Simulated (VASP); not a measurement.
# Al4B3P (P-3m1) in VASP: a series of runs, part 2 of 2

VASP 6.6.1.

**3. Relaxation of cell and atoms, PBE**

This run uses another cell than the first one: it holds 16 atoms, not 8.

INCAR reads:

```
SYSTEM = Al4B3P
PREC = Accurate ; ENCUT = 600
EDIFF = 1E-6 ; ISMEAR = 0
SIGMA = 0.1 ; LREAL = Auto
LASPH = .TRUE. ; NELM = 80
ALGO = Normal ; ISIF = 3
LWAVE = .FALSE. ; LCHARG = .FALSE.
GGA = PE ; IBRION = 2
NSW = 80 ; EDIFFG = -0.001
```

KPOINTS reads:

```
regular mesh
0
G
  12 12 2
  0 0 0
```

POSCAR reads:

```
Al4B3P
1.0
    3.0391866643      0.0000000000      0.0000000000
   -1.5195933321      2.6320128582      0.0000000000
    0.0000000000      0.0000000000     23.8228675342
Al B P
8 6 2
Direct
    0.6666666667      0.3333333333      0.3603159096
    0.0000000000      0.0000000000      0.7923931874
    0.0000000000      0.0000000000      0.2076068126
    0.0000000000      0.0000000000      0.9306436016
    0.0000000000      0.0000000000      0.0693563984
    0.3333333333      0.6666666667      0.6396840904
    0.3333333333      0.6666666667      0.4535831856
    0.6666666667      0.3333333333      0.5464168144
    0.6666666667      0.3333333333      0.8630288837
    0.3333333333      0.6666666667      0.8604447729
    0.3333333333      0.6666666667      0.1369711163
    0.6666666667      0.3333333333      0.1395552271
    0.3333333333      0.6666666667      0.9993403168
    0.6666666667      0.3333333333      0.0006596832
    0.3333333333      0.6666666667      0.2818004470
    0.6666666667      0.3333333333      0.7181995530
```

Potentials or basis: VASP PAW PBE potentials, release 64 (Al, B, P).

Run with:

```
$ cat potpaw_PBE.64/Al/POTCAR potpaw_PBE.64/B/POTCAR potpaw_PBE.64/P/POTCAR > POTCAR
$ mpirun -np 1 vasp_std > vasp.out
```

OUTCAR:

```text
SYSTEM = Al4B3P
   PREC = Accurate
   ENCUT = 600
   EDIFF = 1E-6
   ISMEAR = 0
   LREAL = Auto
   LASPH = .TRUE.
   NELM = 80
   ISIF = 3
   GGA = PE
   IBRION = 2
   NSW = 80
   EDIFFG = -0.001

 ion  position               nearest neighbor table
   1  0.667  0.333  0.360-  15 2.56  15 2.56  15 2.56   7 2.83   7 2.83   7 2.83
   2  0.000  0.000  0.792-  10 2.39  10 2.39  10 2.39   9 2.43   9 2.43   9 2.43  16 2.49  16 2.49
                            16 2.49   4 3.29
   3  0.000  0.000  0.208-  12 2.39  12 2.39  12 2.39  11 2.43  11 2.43  11 2.43  15 2.49  15 2.49
                            15 2.49   5 3.29
   4  0.000  0.000  0.931-   9 2.38   9 2.38   9 2.38  13 2.40  13 2.40  13 2.40  14 2.42  14 2.42
                            14 2.42  10 2.42  10 2.42  10 2.42   2 3.29   5 3.30
   5  0.000  0.000  0.069-  11 2.38  11 2.38  11 2.38  14 2.40  14 2.40  14 2.40  13 2.42  13 2.42
                            13 2.42  12 2.42  12 2.42  12 2.42   3 3.29   4 3.30
[... 492 lines left out ...]

 E-fermi :   8.8834     XC(G=0): -10.9761

 val. band max:        8.8634399762   @ k =   0.0833   0.0833   0.0000
 cond. band min:       8.9181169248   @ k =   0.3333   0.1667   0.0000
 fundamental gap:      0.0546769486
 Fermi energy:         8.8834426314

 k-point     1 :       0.0000    0.0000    0.0000
  band No.  band energies     occupation
      1      -6.3899      2.00000
      2      -5.9765      2.00000
      3      -5.4394      2.00000
      4      -4.9478      2.00000
      5      -4.6203      2.00000
      6      -1.6907      2.00000
[... 901 lines left out ...]
     34      11.6003      0.00000
     35      11.8814      0.00000

 [... further k-points ...]

------------------------ aborting loop because EDIFF is reached ----------------------------------------

  FORCE on cell =-STRESS in cart. coord.  units (eV):
  Direction    XX          YY          ZZ          XY          YZ          ZX
  --------------------------------------------------------------------------------------
  -------------------------------------------------------------------------------------
  Total       -0.0092378     -0.0092378     -0.0085162     -0.0000000      0.0000000     -0.0000000
  in kB       -0.0777140     -0.0777140     -0.0716437     -0.0000000      0.0000000     -0.0000000
  external PRESSURE =      -0.0756905 kB  Pullay stress =       0.0000000 kB
[... 31 lines left out ...]
  FREE ENERGIE OF THE ION-ELECTRON SYSTEM (eV)
  ---------------------------------------------------
  free  energy   TOTEN  =       -80.5113945591 eV

  energy  without entropy=      -80.4953038171  energy(sigma->0) =      -80.50334919

 reached required accuracy - stopping structural energy minimisation
```

OSZICAR:

```text
N       E                     dE             d eps       ncg     rms          rms(c)
DAV:   1     0.141366919111E+03    0.14137E+03   -0.23186E+04  2660   0.143E+03
DAV:   2    -0.716918057598E+02   -0.21306E+03   -0.20527E+03  3467   0.204E+02
DAV:   3    -0.860311762717E+02   -0.14339E+02   -0.13944E+02  3338   0.489E+01
[... 76 lines left out ...]
DAV:   4    -0.805113942577E+02    0.38289E-07   -0.20208E-07  1608   0.223E-03
  13 F= -.80511394E+02 E0= -.80503349E+02  d E =-.188721E-06
       N       E                     dE             d eps       ncg     rms          rms(c)
DAV:   1    -0.805113945051E+02   -0.20915E-06   -0.36195E-05  2796   0.280E-02    0.242E-03
DAV:   2    -0.805113945591E+02   -0.54034E-07   -0.23559E-06  2261   0.679E-03
  14 F= -.80511395E+02 E0= -.80503349E+02  d E =-.301476E-06
```

It took 48 min on 1 thread of Intel Xeon 8259CL, shared host; peak memory 0.46 GiB.

Results:

* Free energy: -80.5114 eV
* Relaxed volume: 11.90 Å³/atom
* Relaxed cell: a = 3.039 Å, b = 3.039 Å, c = 23.812 Å, α = 90.00°, β = 90.00°, γ = 120.00°
* Space group after relaxing (to 0.1 Å): P-3m1 (No. 164)
* Energy gained by relaxing: 0.0 meV/atom
* Ionic steps: 14
* Pressure after relaxing: 0.0 GPa
* Band gap on the k mesh: zero (bands 26 and 27 overlap by 4.23 eV)

Final structure:
```
Al B P
1.0
     3.03896    0.00000    0.00000
    -1.51948    2.63182    0.00000
     0.00000    0.00000   23.81217
Al B P
8 6 2
Cartesian
  1.5195 0.8773 8.5806
  1.5195 2.6318 18.8682
  0.0000 0.0000 4.9439
  3.0390 0.0000 22.1601
  0.0000 0.0000 1.6521
  0.0000 1.7545 15.2316
  0.0000 1.7545 10.8009
  1.5195 0.8773 13.0113
  1.5195 0.8773 20.5490
  0.0000 1.7545 20.4874
  0.0000 1.7545 3.2631
  1.5195 0.8773 3.3247
  0.0000 1.7545 23.7965
  1.5195 0.8773 0.0157
  0.0000 1.7545 6.7116
  1.5195 0.8773 17.1006
```

The gap in the log of VASP goes by the Fermi energy; the results here count the filled bands.